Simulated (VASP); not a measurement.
# SrLi2Ta2F7 (P1) in VASP: single point with r2SCAN

Aim: the single point of SrLi2Ta2F7 with r2SCAN.

All numbers are computed with VASP 6.6.1; they aren't measurements. Logs are shortened: lines on timing, memory, paths and dates and some standing lists are left out, and cuts for length are marked.

## 1. The cell of the first run

The typed cell holds 12 atoms: a = 4.016 Å, b = 4.227 Å, c = 10.389 Å, α = 80.29°, β = 74.25°, γ = 89.37°.

## 2. Single point, r2SCAN

The input, POSCAR:

```
SrLi2Ta2F7
1.0
    0.0243535900      4.0124342900     -0.1660065300
    4.2256407500      0.0243535900      0.0830709500
    1.9336126700      2.4008485500     -9.9213757500
Ta F Sr Li
2 7 1 2
Direct
    0.3592090000      0.4147670000      0.2377550000
    0.6433380000      0.6490950000      0.7633300000
    0.3192690000      0.2507060000      0.4439190000
    0.6901560000      0.6889930000      0.5658210000
    0.5521780000      0.1124740000      0.8110220000
    0.1093870000      0.5143810000      0.8146510000
    0.4479020000      0.9426880000      0.1887440000
    0.9154870000      0.3980220000      0.2033180000
    0.5437310000      0.5111520000      0.9881950000
    0.0240180000      0.9650680000      0.0067660000
    0.7512400000      0.2014180000      0.4870730000
    0.2344140000      0.6972530000      0.5021250000
```

The input, INCAR.step1:

```
SYSTEM = SrLi2Ta2F7
  PREC = Accurate
  ENCUT = 520
  ISMEAR = 0
  SIGMA = 0.0619
  LREAL = .FALSE.
  LASPH = .TRUE.
  NELM = 100
  NBANDS = 56
  GGA = PE
  ALGO = Normal
  EDIFF = 1E-4
  LWAVE = .TRUE.
  LCHARG = .FALSE.
```

The input, INCAR.step2:

```
SYSTEM = SrLi2Ta2F7
  PREC = Accurate
  ENCUT = 520
  EDIFF = 1E-6
  ISMEAR = 0
  SIGMA = 0.0619
  LREAL = .FALSE.
  LASPH = .TRUE.
  NELM = 100
  ALGO = Normal
  ISIF = 2
  LWAVE = .FALSE.
  LCHARG = .FALSE.
  METAGGA = R2SCAN
  LMIXTAU = .TRUE.
  NBANDS = 56
  ISTART = 1
```

The input, KPOINTS:

```
Automatic mesh
0
Gamma
  5 4 2
  0 0.5 0.5
```

Potentials or basis: VASP PAW PBE potentials, release 64 (Ta_pv, F, Sr_sv, Li_sv).

The run is started by

```
> cat potpaw_PBE.64/Ta_pv/POTCAR potpaw_PBE.64/F/POTCAR potpaw_PBE.64/Sr_sv/POTCAR potpaw_PBE.64/Li_sv/POTCAR > POTCAR
> cp INCAR.step1 INCAR
> mpirun -np 1 vasp_std > vasp.out
> cp INCAR.step2 INCAR
> mpirun -np 1 vasp_std > vasp.out
```

OUTCAR:

```text
SYSTEM = SrLi2Ta2F7
   PREC = Accurate
   ENCUT = 520
   EDIFF = 1E-6
   ISMEAR = 0
   LREAL = .FALSE.
   LASPH = .TRUE.
   NELM = 100
   ISIF = 2
   METAGGA = R2SCAN
   ISTART = 1

 ion  position               nearest neighbor table
   1  0.359  0.415  0.238-   8 1.91   3 2.10   7 2.14   8 2.17   7 2.21   9 2.46  11 3.05  12 3.09
                            10 3.58  10 3.62  10 3.80  10 3.81
   2  0.643  0.649  0.763-   4 1.99   5 2.10   6 2.12   6 2.13   9 2.24   5 2.25  12 3.06  10 3.47
                            10 3.71  10 3.90  10 4.08
   3  0.319  0.251  0.444-  11 1.91  12 2.07   1 2.10  11 2.21
   4  0.690  0.689  0.566-   2 1.99  12 2.10  12 2.11  11 2.17
   5  0.552  0.112  0.811-   2 2.10   2 2.25  10 2.51  10 3.12
   6  0.109  0.514  0.815-   2 2.12   2 2.13  10 2.75  10 2.94
   7  0.448  0.943  0.189-   1 2.14   1 2.21  10 2.55  10 2.86
   8  0.915  0.398  0.203-   1 1.91   1 2.17  10 2.83  10 2.91
   9  0.544  0.511  0.988-   2 2.24   1 2.46  10 2.80  10 2.81  10 3.01  10 3.08
  10  0.024  0.965  0.007-   5 2.51   7 2.55   6 2.75   9 2.80   9 2.81   8 2.83   7 2.86   8 2.91
                             6 2.94   9 3.01   9 3.08   5 3.12   2 3.47   1 3.58   1 3.62   2 3.71
  11  0.751  0.201  0.487-   3 1.91   4 2.17   3 2.21   1 3.05
  12  0.234  0.697  0.502-   3 2.07   4 2.10   4 2.11   2 3.06   1 3.09

  LATTYP: Found a triclinic cell.
 ALAT       =    10.2389856193
 B/A-ratio  =     0.4127877047
 C/A-ratio  =     0.3922205686
 COS(alpha) =     0.0110075449
 COS(beta)  =     0.1212881293
 COS(gamma) =     0.2459905145

  Lattice vectors:

 A1 = (   2.3163816700,   1.6359393300,   9.8384401700)
 A2 = (   4.2256407500,   0.0243535900,   0.0830709500)
 A3 = (   0.0243535900,   4.0124342900,  -0.1660065300)

Analysis of symmetry for initial positions (statically):
=====================================================================
 Subroutine PRICEL returns:
 Original cell was already a primitive cell.

 Routine SETGRP: Setting up the symmetry group for a
 triclinic supercell.

 Subroutine GETGRP returns: Found  1 space group operations
 (whereof  1 operations were pure point group operations)
 out of a pool of  2 trial point group operations.

The static configuration has the point symmetry C_1 .

Analysis of symmetry for dynamics (positions and initial velocities):
=====================================================================
 Subroutine PRICEL returns:
 Original cell was already a primitive cell.

 Routine SETGRP: Setting up the symmetry group for a
 triclinic supercell.
[... 133 lines left out ...]
   EMIN   =  10.00;   EMAX   =-10.00  energy-range for DOS
   EFERMI =   0.00;   METHOD = LEGACY
   ISMEAR =     0;   SIGMA  =   0.06  broadening in eV -4-tet -1-fermi 0-gaus
   EFERMI_NEDOS =   21; number of points for ismear=-14 and -15
   IALGO  =     38    algorithm
   IMIX   =      4    mixing-type and parameters
     AMIX     =   0.40;   BMIX     =  1.00
     AMIX_MAG =   1.60;   BMIX_MAG =  1.00
  volume/ion in A,a.u.               =      13.93        94.01
  Fermi-wavevector in a.u.,A,eV,Ry     =   1.316812  2.488414 23.592420  1.733994
  Thomas-Fermi vector in A             =   2.446898
   LORBIT       =      0    0 simple, 1 ext, 2 COOP (PROOUT), +10 PAW based schemes
   METAGGA = R2SCAN    functional components
   LHFCALC =     F    Hartree Fock is set to
   AEXX    =    0.0000 exact exchange contribution
   IVDW    =     0    specifies the selected vdW correction
   LEPSILON=     F    determine dielectric tensor
   LRPA    =     F    only Hartree local field effects (RPA)
 non-spin polarized calculation
 Gauss-broadening in eV      SIGMA  =   0.06
  energy-cutoff  :      520.00
  volume of cell :      167.18
 maximum number of plane-waves:      4521
 NGX is ok and might be reduce to    30
   NGX = 15   NGY = 15   NGZ = 39

 number of electron      86.9999997 magnetization

 Free energy of the ion-electron system (eV)
  ---------------------------------------------------
  ext. energy  EPLUGINS =         0.00000000
  ---------------------------------------------------
  free energy    TOTEN  =      -163.02593827 eV

  energy without entropy =     -163.00326258  energy(sigma->0) =     -163.01460042

 E-fermi :   5.1523     XC(G=0): -10.2698

 val. band max:        5.1354927048   @ k =  -0.4000   0.3750   0.2500
 cond. band min:       5.1623550133   @ k =  -0.2000   0.3750   0.2500
 fundamental gap:      0.0268623085
 Fermi energy:         5.1522738121

 k-point     1 :       0.0000    0.1250    0.2500
  band No.  band energies     occupation
      1     -44.6427      2.00000
      2     -44.3415      2.00000
      3     -34.4237      2.00000
      4     -32.9312      2.00000
      5     -32.6688      2.00000
      6     -32.6238      2.00000
[... 1149 lines left out ...]
     54       8.1231      0.00000
     55       8.4728      0.00000
 [bands above 55 left out]

------------------------ aborting loop because EDIFF is reached ----------------------------------------

  FORCE on cell =-STRESS in cart. coord.  units (eV):
  Direction    XX          YY          ZZ          XY          YZ          ZX
  --------------------------------------------------------------------------------------
  -------------------------------------------------------------------------------------
  Total       -0.5156402      7.2433311      5.2742121     -0.7139930     -4.9991484     -0.0741167
  in kB       -4.9417979     69.4187110     50.5470480     -6.8427732    -47.9108898     -0.7103206
  external PRESSURE =      38.3413204 kB  Pullay stress =       0.0000000 kB

 VOLUME and BASIS-vectors are now :
 -----------------------------------------------------------------------------
  energy-cutoff  :      520.00
  volume of cell :      167.18
      direct lattice vectors                 reciprocal lattice vectors
     0.024353590  4.012434290 -0.166006530    -0.002638318  0.251740367  0.060403822
     4.225640750  0.024353590  0.083070950     0.235742290  0.000474778  0.046059555
     1.933612670  2.400848550 -9.921375750     0.002017998 -0.004208197 -0.101417509

 POSITION                                       TOTAL-FORCE (eV/Angst)
 -----------------------------------------------------------------------------------
      2.22113      2.02222     -2.38403         1.354725      1.820928     -0.339759
      4.23449      4.42980     -7.62616        -0.617241      1.726674     -0.860291
      1.92554      2.35293     -4.43646        -0.583011      0.966905     -1.048116
      4.02232      4.14444     -5.67106        -0.399458     -1.046706      1.831419
      2.05692      4.16546     -8.12878         0.806840      0.165538     -0.888043
      3.75147      2.40729     -8.05789        -0.072047     -0.759095     -0.753412
      4.35933      2.27328     -1.86864        -0.447000      0.057128      0.611309
      2.09733      4.17116     -2.13611        -0.478167     -2.487312      1.466956
      4.08397      4.56664     -9.85205         0.480390     -0.491859     -0.206538
      4.09170      0.13612      0.00905        -0.024193     -0.130203      0.315232
      1.81123      4.18859     -4.94041         0.038159      0.253969     -0.179099
      3.92296      2.16308     -4.96276        -0.058997     -0.075967      0.050343
 -----------------------------------------------------------------------------------
    total drift:                               -0.016809      0.040423      0.041629

  FREE ENERGIE OF THE ION-ELECTRON SYSTEM (eV)
  ---------------------------------------------------
  free  energy   TOTEN  =      -163.0259382705 eV

  energy  without entropy=     -163.0032625755  energy(sigma->0) =     -163.01460042
```

OUTCAR.step1:

```text
SYSTEM = SrLi2Ta2F7
   PREC = Accurate
   ENCUT = 520
   ISMEAR = 0
   LREAL = .FALSE.
   LASPH = .TRUE.
[... 1423 lines left out ...]
      4.09170      0.13612      0.00905        -0.031441     -0.144167      0.237483
      1.81123      4.18859     -4.94041         0.028199      0.217938     -0.195242
      3.92296      2.16308     -4.96276        -0.008090     -0.058802      0.039553
 -----------------------------------------------------------------------------------
    total drift:                               -0.001211      0.000167      0.008492

  FREE ENERGIE OF THE ION-ELECTRON SYSTEM (eV)
  ---------------------------------------------------
  free  energy   TOTEN  =       -63.7296259494 eV

  energy  without entropy=      -63.7049445320  energy(sigma->0) =      -63.71728524
```

Wall time 19 min (1 thread of Intel Xeon Platinum 8175M at 2.50GHz (Skylake/Cascade Lake), shared host); peak memory 0.39 GiB.

What came out:

```yaml
Free_energy: -163.0259 eV
Largest_force: 2.927 eV/Å
Band_gap_on_the_k_mesh: zero (an odd number of electrons rules out a gap without spin polarisation)
```

Forces on the atoms (eV/Å):
```
Ta   1.355  1.821 -0.340
Ta  -0.617  1.727 -0.860
F   -0.583  0.967 -1.048
F   -0.399 -1.047  1.831
F    0.807  0.166 -0.888
F   -0.072 -0.759 -0.753
F   -0.447  0.057  0.611
F   -0.478 -2.487  1.467
F    0.480 -0.492 -0.207
Sr  -0.024 -0.130  0.315
Li   0.038  0.254 -0.179
Li  -0.059 -0.076  0.050
```

Levels at points of the mesh, in eV from the Fermi level:
```
           k point  band 41  band 42  band 43  band 44  band 45  band 46
(0.00, 0.12, 0.25)    -1.34    -0.81    -0.47    -0.23    -0.02     0.20
```

Caveat: the k points lie up to 0.38 Å⁻¹ apart, too coarse for converged energies and pressures of a metal; the cutoff is under 1.25 times the usual one of these potentials, so pressure, stress and relaxed cells hold a basis-set (Pulay) error; the PAW data sets were made with another functional, which shifts forces and pressure a little; spin-orbit coupling is left out, which moves the levels of the heavy elements; an odd number of electrons without spin polarisation forces a metal; a magnetic or distorted state may lie lower.
